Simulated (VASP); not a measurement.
# As in VASP: single point with PBE+D3(BJ)

Aim: the single point of As with PBE+D3(BJ).

Program: VASP 6.6.1. These are calculated values, not measurements. Logs are shortened: lines on timing, memory, paths and dates and some standing lists are left out, and cuts for length are marked.

## (1) The cell of the first run

The cell holds a slab with vacuum, 2 atoms: a = 3.571 Å, b = 3.571 Å, c = 22.220 Å, α = 90.00°, β = 90.00°, γ = 120.00°.

## (2) Single point, PBE+D3(BJ)

File INCAR:

```
SYSTEM = As
PREC     = Accurate       ! precision mode
ENCUT    = 400            ! plane-wave cutoff, eV
EDIFF    = 1E-6           ! SCF threshold, eV
ISMEAR   = 0              ! smearing method
SIGMA    = 0.04           ! smearing width, eV
LREAL    = .False.        ! projectors in reciprocal space
LASPH    = .True.         ! aspherical terms in the spheres
NELM     = 120            ! most SCF steps
ALGO     = Normal         ! electronic algorithm
ISIF     = 2              ! what is computed and relaxed
LWAVE    = .False.        ! write WAVECAR
LCHARG   = .False.        ! write CHGCAR
LDIPOL   = .True.       
IDIPOL   = 3            
DIPOL    = 0.5 0.5 0.627
GGA      = PE             ! functional
IVDW     = 12             ! dispersion correction
NBANDS   = 12             ! bands
GGA_COMPAT= .False.      
NELMDL   = -8
```

File KPOINTS:

```
regular mesh
0
Gamma
  12 12 1
  0 0 0
```

File POSCAR:

```
As
1.0
    3.5708955070      0.0000000000      0.0000000000
   -1.7854477535      3.0924862233      0.0000000000
    0.0000000000      0.0000000000     22.2200000000
As
2
Direct
    0.0000000000      0.0000000000      0.5957884090
    0.6666666667      0.3333333333      0.6586531760
```

Potentials or basis: VASP PAW PBE potentials, release 64 (As).

The run is started by

```sh
cat potpaw_PBE.64/As/POTCAR > POTCAR
mpirun -np 1 vasp_std > vasp.out
```

OUTCAR:

```text
SYSTEM = As
   PREC = Accurate
   ENCUT = 400
   EDIFF = 1E-6
   ISMEAR = 0
   LREAL = .False.
   LASPH = .True.
   NELM = 120
   ISIF = 2
   GGA = PE
   IVDW = 12
   NELMDL = -8
 IVDW          = 12

 ion  position               nearest neighbor table
   1  0.000  0.000  0.596-   2 2.49   2 2.49   2 2.49
   2  0.667  0.333  0.659-   1 2.49   1 2.49   1 2.49

  LATTYP: Found a hexagonal cell.
 ALAT       =     3.5708955070
 C/A-ratio  =     6.2225287624

  Lattice vectors:

 A1 = (   3.5708955070,   0.0000000000,   0.0000000000)
 A2 = (  -1.7854477535,   3.0924862233,   0.0000000000)
 A3 = (   0.0000000000,   0.0000000000,  22.2200000000)

Analysis of symmetry for initial positions (statically):
=====================================================================
 Subroutine PRICEL returns:
 Original cell was already a primitive cell.

 Routine SETGRP: Setting up the symmetry group for a
 hexagonal supercell.

 Subroutine GETGRP returns: Found 12 space group operations
 (whereof  6 operations were pure point group operations)
 out of a pool of 24 trial point group operations.

The static configuration has the point symmetry C_3v.
 The point group associated with its full space group is D_3d.

Analysis of symmetry for dynamics (positions and initial velocities):
=====================================================================
 Subroutine PRICEL returns:
 Original cell was already a primitive cell.

 Routine SETGRP: Setting up the symmetry group for a
 hexagonal supercell.

 Subroutine GETGRP returns: Found 12 space group operations
 (whereof  6 operations were pure point group operations)
 out of a pool of 24 trial point group operations.

The dynamic configuration has the point symmetry C_3v.
 The point group associated with its full space group is D_3d.

 Subroutine INISYM returns: Found 12 space group operations
 (whereof  6 operations are pure point group operations),
 and found     1 'primitive' translations

----------------------------------------------------------------------------------------

                                     Primitive cell

  volume of cell :     245.3742

  direct lattice vectors                    reciprocal lattice vectors
     3.570895507  0.000000000  0.000000000     0.280041798  0.161682208  0.000000000
    -1.785447753  3.092486223  0.000000000     0.000000000  0.323364415  0.000000000
     0.000000000  0.000000000 22.220000000     0.000000000  0.000000000  0.045004500

  length of vectors
     3.570895507  3.570895507 22.220000000     0.323364415  0.323364415  0.045004500

[... 91 lines left out ...]
   IALGO  =     38    algorithm
   IMIX   =      4    mixing-type and parameters
     AMIX     =   0.40;   BMIX     =  1.00
     AMIX_MAG =   1.60;   BMIX_MAG =  1.00
  volume/ion in A,a.u.               =     122.69       827.93
  Fermi-wavevector in a.u.,A,eV,Ry     =   0.563376  1.064627  4.318391  0.317393
  Thomas-Fermi vector in A             =   1.600491
   LORBIT       =      0    0 simple, 1 ext, 2 COOP (PROOUT), +10 PAW based schemes
   GGA     = PE    functional components
   LHFCALC =     F    Hartree Fock is set to
   AEXX    =    0.0000 exact exchange contribution
   IVDW    =    12    specifies the selected vdW correction
   LEPSILON=     F    determine dielectric tensor
   LRPA    =     F    only Hartree local field effects (RPA)
 non-spin polarized calculation
 Gauss-broadening in eV      SIGMA  =   0.04
  energy-cutoff  :      400.00
  volume of cell :      245.37
 maximum number of plane-waves:      4478
 NGX is ok and might be reduce to    24
   NGX = 11   NGY = 11   NGZ = 73

 dipolmoment           0.000000      0.000000     -0.000000 electrons x Angstroem

 number of electron      10.0000000 magnetization

 dipolmoment           0.000000      0.000000      0.000000 electrons x Angstroem

 Free energy of the ion-electron system (eV)
  ---------------------------------------------------
  ext. energy  EPLUGINS =         0.00000000
  ---------------------------------------------------
  free energy    TOTEN  =        -9.32802105 eV

  energy without entropy =       -9.32802105  energy(sigma->0) =       -9.32802105

 E-fermi :  -3.3775     XC(G=0):  -2.3747

 val. band max:       -3.5680733529   @ k =   0.0000   0.0000   0.0000
 cond. band min:      -2.0136033197   @ k =   0.3333   0.0000   0.0000
 fundamental gap:      1.5544700332
 Fermi energy:        -3.3774673941

 k-point     1 :       0.0000    0.0000    0.0000
  band No.  band energies     occupation
      1     -17.2515      2.00000
      2     -10.8428      2.00000
      3      -4.2535      2.00000
      4      -3.5681      2.00000
      5      -3.5681      2.00000
      6      -1.5307      0.00000
      7      -0.0466      0.00000
      8      -0.0466      0.00000
      9       1.2013      0.00000
     10       1.4373      0.00000
     11       2.0540      0.00000
     12       2.4965      0.00000
[... 256 lines left out ...]
 k-point    19 :       0.3333    0.3333    0.0000
  band No.  band energies     occupation
      1     -13.6026      2.00000
      2     -13.6026      2.00000
      3      -8.0875      2.00000
      4      -5.6500      2.00000
      5      -5.6500      2.00000
      6      -1.6745      0.00000
      7       0.9779      0.00000
      8       0.9779      0.00000
      9       4.4736      0.00000
     10       5.4060      0.00000
     11       5.4060      0.00000
     12       6.1794      0.00000

------------------------ aborting loop because EDIFF is reached ----------------------------------------

 vacuum level on the upper side and lower side of the slab       (xc-potential included)        -0.009        -0.009

 Edisp (eV)   -0.42394

 E8    (eV) :    -0.1923

  FORCE on cell =-STRESS in cart. coord.  units (eV):
  Direction    XX          YY          ZZ          XY          YZ          ZX
  --------------------------------------------------------------------------------------
  -------------------------------------------------------------------------------------
  Total       0.08075     0.08075     0.14320     0.00000     0.00000     0.00000
  in kB       0.52724     0.52724     0.93504     0.00000     0.00000     0.00000
  external pressure =        0.66 kB  Pullay stress =        0.00 kB

 VOLUME and BASIS-vectors are now :
 -----------------------------------------------------------------------------
  energy-cutoff  :      400.00
  volume of cell :      245.37
      direct lattice vectors                 reciprocal lattice vectors
     3.570895507  0.000000000  0.000000000     0.280041798  0.161682208  0.000000000
    -1.785447753  3.092486223  0.000000000     0.000000000  0.323364415  0.000000000
     0.000000000  0.000000000 22.220000000     0.000000000  0.000000000  0.045004500

 POSITION                                       TOTAL-FORCE (eV/Angst)
 -----------------------------------------------------------------------------------
      0.00000      0.00000     13.23842        -0.000000     -0.000000     -0.108425
      1.78545      1.03083     14.63527         0.000000      0.000000      0.108425
 -----------------------------------------------------------------------------------
    total drift:                               -0.000000      0.000000      0.000004

  FREE ENERGIE OF THE ION-ELECTRON SYSTEM (eV)
  ---------------------------------------------------
  free  energy   TOTEN  =        -9.7519623982 eV

  energy  without entropy=       -9.7519623982  energy(sigma->0) =       -9.75196240

 vacuum level on the upper side and lower side of the slab         1.711         1.711
```

OSZICAR:

```text
N       E                     dE             d eps       ncg     rms          rms(c)
DAV:   1     0.558011088612E+02    0.55801E+02   -0.26350E+03   456   0.449E+02
DAV:   2    -0.295574145141E+01   -0.58757E+02   -0.53455E+02   708   0.875E+01
DAV:   3    -0.929795991702E+01   -0.63422E+01   -0.63200E+01   632   0.363E+01
[... 13 lines left out ...]
DAV:  17    -0.932799679000E+01   -0.49238E-04   -0.12149E-06   596   0.354E-03    0.805E-04
DAV:  18    -0.932800998742E+01   -0.13197E-04   -0.19064E-07   652   0.112E-03    0.425E-04
DAV:  19    -0.932801933693E+01   -0.93495E-05   -0.26919E-07   556   0.144E-03    0.240E-04
DAV:  20    -0.932802041360E+01   -0.10767E-05   -0.16921E-08   448   0.316E-04    0.852E-05
DAV:  21    -0.932802105208E+01   -0.63849E-06   -0.11914E-08   472   0.248E-04
   1 F= -.97519624E+01 E0= -.97519624E+01  d E =-.431287E-13
```

stdout:

```text
POSCAR found type information on POSCAR As
 POSCAR found :  1 types and       2 ions
 scaLAPACK will be used
 LDA part: xc-table for (Slater+PW92), standard interpolation
 POSCAR, INCAR and KPOINTS ok, starting setup
 FFT: planning ... GRIDC
 FFT: planning ... GRID_SOFT
 FFT: planning ... GRID
 WAVECAR not read
 entering main loop
```

It took 22 s on 1 thread of Intel Xeon 6975P-C (Granite Rapids), shared host; peak memory 0.28 GiB.

Results:

```
Free energy                : -9.7520 eV
Largest force              : 0.108 eV/Å
Band gap on the k mesh     : 1.55 eV, indirect (least direct gap 2.04 eV)
Dispersion energy per atom : -0.212 eV
```

Forces in eV/Å, atoms in the order of the input:
```
As   0.000  0.000 -0.108
As   0.000  0.000  0.108
```
